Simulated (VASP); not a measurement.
# TaP2S2 in VASP: single point with LDA

Aim: the single point of TaP2S2 with LDA.

All numbers are computed with VASP 6.6.1; they aren't measurements. Logs are shortened: lines on timing, memory, paths and dates and some standing lists are left out, and cuts for length are marked.

## (1) The cell of the first run

The cell holds a sheet with vacuum, 5 atoms: a = 3.293 Å, b = 3.293 Å, c = 38.421 Å, α = 90.00°, β = 90.00°, γ = 120.00°.

## (2) Single point, LDA

POSCAR reads:

```
TaP2S2
1.0
    3.2925122202     -0.0000001405      0.0000000000
   -1.6462559885      2.8513992952      0.0000000000
    0.0000000000      0.0000000000     38.4212765600
Ta P S
1 2 2
Direct
    0.0000000000      0.0000000000      0.2357630753
    0.3333333333      0.6666666667      0.3450249986
    0.0000000000      0.0000000000      0.3768548078
    0.6666666667      0.3333333333      0.1944273926
    0.6666666667      0.3333333333      0.2764223712
```

INCAR.step1 reads:

```
SYSTEM = TaP2S2
PREC = Accurate ; ENCUT = 520
EDIFF = 1E-7 ; ISMEAR = 0
SIGMA = 0.1 ; LREAL = .False.
LASPH = .True. ; NELM = 60
ALGO = Normal ; ISIF = 2
LWAVE = .False. ; LCHARG = .True.
LMAXMIX = 4 ; LDIPOL = .True.
IDIPOL = 3 ; DIPOL = 0.5 0.5 0.286
GGA = CA ; NBANDS = 24
```

KPOINTS.step1 reads:

```
regular mesh
0
Gamma
  12 12 1
  0 0 0
```

INCAR.step2 reads:

```
SYSTEM = TaP2S2
PREC = Accurate ; ENCUT = 520
EDIFF = 1E-7 ; ISMEAR = -5
SIGMA = 0.1 ; LREAL = .False.
LASPH = .True. ; NELM = 60
ALGO = Normal ; ISIF = 2
LWAVE = .False. ; LCHARG = .False.
LMAXMIX = 4 ; LDIPOL = .True.
IDIPOL = 3 ; DIPOL = 0.5 0.5 0.286
GGA = CA ; LORBIT = 11
NBANDS = 24 ; NEDOS = 1001
ICHARG = 11
```

KPOINTS.step2 reads:

```
regular mesh
0
Gamma
  18 18 1
  0 0 0
```

Potentials or basis: VASP PAW LDA potentials, release 64 (Ta_pv, P, S).

The run is started by

```console
$ cat potpaw_LDA.64/Ta_pv/POTCAR potpaw_LDA.64/P/POTCAR potpaw_LDA.64/S/POTCAR > POTCAR
$ cp INCAR.step1 INCAR
$ cp KPOINTS.step1 KPOINTS
$ mpirun -np 1 vasp_std > vasp.out
$ cp INCAR.step2 INCAR
$ cp KPOINTS.step2 KPOINTS
$ mpirun -np 1 vasp_std > vasp.out
```

OUTCAR:

```text
SYSTEM = TaP2S2
   PREC = Accurate
   ENCUT = 520
   EDIFF = 1E-7
   ISMEAR = -5
   LREAL = .False.
   LASPH = .True.
   NELM = 60
   ISIF = 2
   GGA = CA
   LORBIT = 11
   ICHARG = 11

 ion  position               nearest neighbor table
   1  0.000  0.000  0.236-   5 2.46   5 2.46   5 2.46   4 2.48   4 2.48   4 2.48
   2  0.333  0.667  0.345-   3 2.26   3 2.26   3 2.26
   3  0.000  0.000  0.377-   2 2.26   2 2.26   2 2.26
   4  0.667  0.333  0.194-   1 2.48   1 2.48   1 2.48
   5  0.667  0.333  0.276-   1 2.46   1 2.46   1 2.46

  LATTYP: Found a hexagonal cell.
 ALAT       =     3.2925122202
 C/A-ratio  =    11.6692889777

  Lattice vectors:

 A1 = (   3.2925122202,  -0.0000001405,   0.0000000000)
 A2 = (  -1.6462559885,   2.8513992952,   0.0000000000)
 A3 = (   0.0000000000,   0.0000000000,  38.4212765600)

Analysis of symmetry for initial positions (statically):
=====================================================================
 Subroutine PRICEL returns:
 Original cell was already a primitive cell.

 Routine SETGRP: Setting up the symmetry group for a
 hexagonal supercell.

 Subroutine GETGRP returns: Found  6 space group operations
 (whereof  6 operations were pure point group operations)
 out of a pool of 24 trial point group operations.

The static configuration has the point symmetry C_3v.

Analysis of symmetry for dynamics (positions and initial velocities):
=====================================================================
 Subroutine PRICEL returns:
 Original cell was already a primitive cell.

 Routine SETGRP: Setting up the symmetry group for a
 hexagonal supercell.

 Subroutine GETGRP returns: Found  6 space group operations
 (whereof  6 operations were pure point group operations)
 out of a pool of 24 trial point group operations.

The dynamic configuration has the point symmetry C_3v.

 Subroutine INISYM returns: Found  6 space group operations
 (whereof  6 operations are pure point group operations),
 and found     1 'primitive' translations

----------------------------------------------------------------------------------------

                                     Primitive cell

  volume of cell :     360.7092

  direct lattice vectors                    reciprocal lattice vectors
     3.292512220 -0.000000140  0.000000000     0.303719457  0.175352493  0.000000000
    -1.646255989  2.851399295  0.000000000     0.000000015  0.350705012  0.000000000
     0.000000000  0.000000000 38.421276560     0.000000000  0.000000000  0.026027246

  length of vectors
     3.292512220  3.292512220 38.421276560     0.350705012  0.350705012  0.026027246

  position of ions in fractional coordinates (direct lattice)
     0.000000000  0.000000000  0.235763075
     0.333333333  0.666666667  0.345024999
     0.000000000  0.000000000  0.376854808
     0.666666667  0.333333333  0.194427393
     0.666666667  0.333333333  0.276422371

  ion indices of the primitive-cell ions
   primitive index   ion index
                 1           1
                 2           2
                 3           3
                 4           4
                 5           5

----------------------------------------------------------------------------------------

 KPOINTS: regular mesh

Automatic generation of k-mesh.
 Grid dimensions read from file:
 generate k-points for:   18   18    1

 Generating k-lattice:

  Cartesian coordinates                     Fractional coordinates (reciprocal lattice)
     0.016873303  0.009741805  0.000000000     0.055555556 -0.000000000  0.000000000
     0.000000001  0.019483612  0.000000000     0.000000000  0.055555556  0.000000000
     0.000000000  0.000000000  0.026027246     0.000000000  0.000000000  1.000000000

  Length of vectors
     0.019483612  0.019483612  0.026027246

  Shift w.r.t. Gamma in fractional coordinates (k-lattice)
     0.000000000  0.000000000  0.000000000

 TETIRR: Found    169 inequivalent tetrahedra from     1944

 Subroutine IBZKPT returns following result:
 ===========================================

 Found     37 irreducible k-points:

 Following reciprocal coordinates:
            Coordinates               Weight
  0.000000  0.000000  0.000000      1.000000
  0.055556  0.000000  0.000000      6.000000
  0.111111  0.000000  0.000000      6.000000
  0.166667 -0.000000  0.000000      6.000000
  0.222222 -0.000000  0.000000      6.000000
  0.277778  0.000000  0.000000      6.000000
[... 16 lines left out ...]
  0.333333  0.111111  0.000000     12.000000
  0.388889  0.111111  0.000000     12.000000
 [... further k-points ...]
   k-points           NKPTS =     37   k-points in BZ     NKDIM =     37   number of bands    NBANDS=     24
   number of dos      NEDOS =   1001   number of ions     NIONS =      5
   total plane-waves  NPLWV = 165888
   dimension x,y,z NGX =    24 NGY =   24 NGZ =  288
   dimension x,y,z NGXF=    48 NGYF=   48 NGZF=  576
   ions per type =               1   2   2
   NGX,Y,Z   is equivalent  to a cutoff of  12.12, 12.12, 12.46 a.u.
   NGXF,Y,Z  is equivalent  to a cutoff of  24.24, 24.24, 24.92 a.u.
 SYSTEM =  TaP2S2
   PREC   = accura    normal or accurate (medium, high low for compatibility)
   ISTART =      0    job   : 0-new  1-cont  2-samecut
   ICHARG =     11    charge: 1-file 2-atom 10-const
   ISPIN  =      1    spin polarized calculation?
   LNONCOLLINEAR =      F non collinear calculations
   LSORBIT =      F    spin-orbit coupling
   LASPH  =      T    aspherical Exc in radial PAW
   ENCUT  =  520.0 eV  38.22 Ry    6.18 a.u.   6.12  6.12 71.44*2*pi/ulx,y,z
   NELM   =     60;   NELMIN=  2; NELMDL=  0     # of ELM steps
   EDIFF  = 0.1E-06   stopping-criterion for ELM
   LREAL  =      F    real-space projection
   EDIFFG = 0.1E-05   stopping-criterion for IOM
   NSW    =      0    number of steps for IOM
   IBRION =     -1    ionic relax: 0-MD 1-quasi-New 2-CG
   NFREE  =      0    steps in history (QN), initial steepest desc. (CG)
   ISIF   =      2    stress and relaxation
   ISYM   =      2    0-nonsym 1-usesym 2-fastsym
   POTIM  = 0.5000    time-step for ionic-motion
   TEBEG  =    0.0;   TEEND  =   0.0 temperature during run
   PSTRESS=    0.0 pullay stress
   NELECT =      33.0000    total number of electrons
   NUPDOWN=      -1.0000    fix difference up-down
   EMIN   =  10.00;   EMAX   =-10.00  energy-range for DOS
   EFERMI =   0.00;   METHOD = LEGACY
   ISMEAR =    -5;   SIGMA  =   0.10  broadening in eV -4-tet -1-fermi 0-gaus
   EFERMI_NEDOS =   21; number of points for ismear=-14 and -15
   IALGO  =     38    algorithm
   IMIX   =      4    mixing-type and parameters
     AMIX     =   0.40;   BMIX     =  1.00
     AMIX_MAG =   1.60;   BMIX_MAG =  1.00
  volume/ion in A,a.u.               =      72.14       486.84
  Fermi-wavevector in a.u.,A,eV,Ry     =   0.737667  1.393989  7.403647  0.544153
  Thomas-Fermi vector in A             =   1.831404
   LORBIT       =     11    0 simple, 1 ext, 2 COOP (PROOUT), +10 PAW based schemes
   GGA     = CA    functional components
   LHFCALC =     F    Hartree Fock is set to
   AEXX    =    0.0000 exact exchange contribution
   IVDW    =     0    specifies the selected vdW correction
   LEPSILON=     F    determine dielectric tensor
   LRPA    =     F    only Hartree local field effects (RPA)
 non-spin polarized calculation
 Fermi weights with tetrahedron method with Bloechl corrections
  energy-cutoff  :      520.00
  volume of cell :      360.71
 maximum number of plane-waves:      9798

 number of electron      32.9999994 magnetization

 dipolmoment           0.000000      0.000000     -0.039435 electrons x Angstroem

 Free energy of the ion-electron system (eV)
  ---------------------------------------------------
  ext. energy  EPLUGINS =         0.00000000
  ---------------------------------------------------
  free energy    TOTEN  =       -37.39640757 eV

  energy without entropy =      -37.39640757  energy(sigma->0) =      -37.39640757

 E-fermi :  -3.0112     XC(G=0):  -3.0585

 val. band max:       -3.0325402533   @ k =   0.3889   0.1111   0.0000
 cond. band min:      -2.9854211244   @ k =   0.2222   0.0556   0.0000
 fundamental gap:      0.0471191289
 Fermi energy:        -3.0111505091

 k-point     1 :       0.0000    0.0000    0.0000
  band No.  band energies     occupation
      1     -37.2233      2.00000
      2     -37.1000      2.00000
      3     -37.1000      2.00000
      4     -17.8899      2.00000
      5     -17.0816      2.00000
      6     -15.5174      2.00000
[... 16 lines left out ...]
     23       0.3878      0.00000
     24       0.3879      0.00000

 k-point     2 :       0.0556    0.0000    0.0000
  band No.  band energies     occupation
      1     -37.2213      2.00000
      2     -37.1109      2.00000
      3     -37.1025      2.00000
      4     -17.8409      2.00000
      5     -17.0358      2.00000
      6     -15.5013      2.00000
[... 16 lines left out ...]
     23       0.4237      0.00000
     24       0.4780      0.00000

 k-point     3 :       0.1111    0.0000    0.0000
  band No.  band energies     occupation
      1     -37.2154      2.00000
      2     -37.1419      2.00000
      3     -37.1096      2.00000
      4     -17.6941      2.00000
      5     -16.9017      2.00000
      6     -15.4543      2.00000
[... 16 lines left out ...]
     23       0.7761      0.00000
     24       1.1887      0.00000

 k-point     4 :       0.1667   -0.0000    0.0000
  band No.  band energies     occupation
      1     -37.2065      2.00000
      2     -37.1889      2.00000
      3     -37.1204      2.00000
      4     -17.4514      2.00000
      5     -16.6896      2.00000
      6     -15.3795      2.00000
[... 16 lines left out ...]
     23       1.1814      0.00000
     24       1.7960      0.00000

 k-point     5 :       0.2222   -0.0000    0.0000
  band No.  band energies     occupation
      1     -37.2462      2.00000
      2     -37.1953      2.00000
      3     -37.1337      2.00000
      4     -17.1163      2.00000
      5     -16.4164      2.00000
      6     -15.2828      2.00000
[... 16 lines left out ...]
     23       1.5778      0.00000
     24       1.6132      0.00000

 k-point     6 :       0.2778    0.0000    0.0000
  band No.  band energies     occupation
      1     -37.3064      2.00000
      2     -37.1836      2.00000
      3     -37.1477      2.00000
      4     -16.6957      2.00000
      5     -16.1057      2.00000
      6     -15.1720      2.00000
[... 16 lines left out ...]
     23       1.3801      0.00000
     24       1.8979      0.00000
[... 379 lines left out ...]
 k-point    21 :       0.2222    0.1111    0.0000
  band No.  band energies     occupation
      1     -37.3128      2.00000
      2     -37.1800      2.00000
      3     -37.1643      2.00000
      4     -16.5566      2.00000
      5     -16.0065      2.00000
      6     -15.1337      2.00000
[... 16 lines left out ...]
     23       1.4198      0.00000
     24       2.0840      0.00000

 k-point    22 :       0.2778    0.1111    0.0000
  band No.  band energies     occupation
      1     -37.3610      2.00000
      2     -37.1810      2.00000
      3     -37.1696      2.00000
      4     -16.0752      2.00000
      5     -15.6947      2.00000
      6     -15.0203      2.00000
[... 16 lines left out ...]
     23       1.3706      0.00000
     24       2.2544      0.00000

 k-point    23 :       0.3333    0.1111    0.0000
  band No.  band energies     occupation
      1     -37.4000      2.00000
      2     -37.1947      2.00000
      3     -37.1610      2.00000
      4     -15.6202      2.00000
      5     -15.3447      2.00000
      6     -14.9141      2.00000
[... 16 lines left out ...]
     23       1.5277      0.00000
     24       2.2430      0.00000

 k-point    24 :       0.3889    0.1111    0.0000
  band No.  band energies     occupation
      1     -37.4252      2.00000
      2     -37.2035      2.00000
      3     -37.1555      2.00000
      4     -15.3800      2.00000
      5     -14.8917      2.00000
      6     -14.8206      2.00000
[... 16 lines left out ...]
     23       1.6703      0.00000
     24       2.1022      0.00000

 [... further k-points ...]

------------------------ aborting loop because EDIFF is reached ----------------------------------------

 vacuum level on the upper side and lower side of the slab       (xc-potential included)        -0.388         0.363

  FORCE on cell =-STRESS in cart. coord.  units (eV):
  Direction    XX          YY          ZZ          XY          YZ          ZX
  --------------------------------------------------------------------------------------
  -------------------------------------------------------------------------------------
  Total       -1.9995691     -1.9995691     -1.9295571      0.0000000     -0.0000000      0.0000000
  in kB       -8.8815707     -8.8815707     -8.5705955      0.0000000     -0.0000000      0.0000000
  external PRESSURE =      -8.7779123 kB  Pullay stress =       0.0000000 kB

 VOLUME and BASIS-vectors are now :
 -----------------------------------------------------------------------------
  energy-cutoff  :      520.00
  volume of cell :      360.71
      direct lattice vectors                 reciprocal lattice vectors
     3.292512220 -0.000000140  0.000000000     0.303719457  0.175352493  0.000000000
    -1.646255989  2.851399295  0.000000000     0.000000015  0.350705012  0.000000000
     0.000000000  0.000000000 38.421276560     0.000000000  0.000000000  0.026027246

 POSITION                                       TOTAL-FORCE (eV/Angst)
 -----------------------------------------------------------------------------------
      0.00000      0.00000      9.05832        -0.000000      0.000000     -0.033513
      0.00000      1.90093     13.25630         0.000000     -0.000000      0.185913
      0.00000      0.00000     14.47924         0.000000     -0.000000     -0.246152
      1.64626      0.95047      7.47015        -0.000000      0.000000      0.472730
      1.64626      0.95047     10.62050         0.000000     -0.000000     -0.378978
 -----------------------------------------------------------------------------------
    total drift:                               -0.000137      0.000079     -0.001020

  FREE ENERGIE OF THE ION-ELECTRON SYSTEM (eV)
  ---------------------------------------------------
  free  energy   TOTEN  =       -37.3964075726 eV

  energy  without entropy=      -37.3964075726  energy(sigma->0) =      -37.39640757

 vacuum level on the upper side and lower side of the slab         2.543         3.305

 total charge

# of ion       s       p       d       tot
------------------------------------------
    1        0.298   6.214   2.360   8.871
    2        1.108   1.340   0.000   2.447
    3        1.097   1.361   0.000   2.458
    4        1.352   2.362   0.000   3.714
    5        1.347   2.374   0.000   3.721
--------------------------------------------------
tot          5.202  13.650   2.360  21.213
```

Wall time 4.2 min (1 thread of Intel Xeon 6975P-C (Granite Rapids), shared host); peak memory 0.49 GiB.

Results:

- Valence electrons inside the program's atomic spheres: Ta 8.87; P 2.45, 2.46; S 3.71, 3.72

Levels at points of the mesh, in eV from the Fermi level:
```
           k point  band 14  band 15  band 16  band 17  band 18  band 19
(0.00, 0.00, 0.00)    -0.99    -0.99    -0.26     1.30     2.85     2.93
(0.50, 0.00, 0.00)    -2.48    -1.26    -1.14    -0.29     1.26     2.54
```

Caveat: spin-orbit coupling is left out, which moves the levels of the heavy elements; an odd number of electrons without spin polarisation forces a metal; a magnetic or distorted state may lie lower.
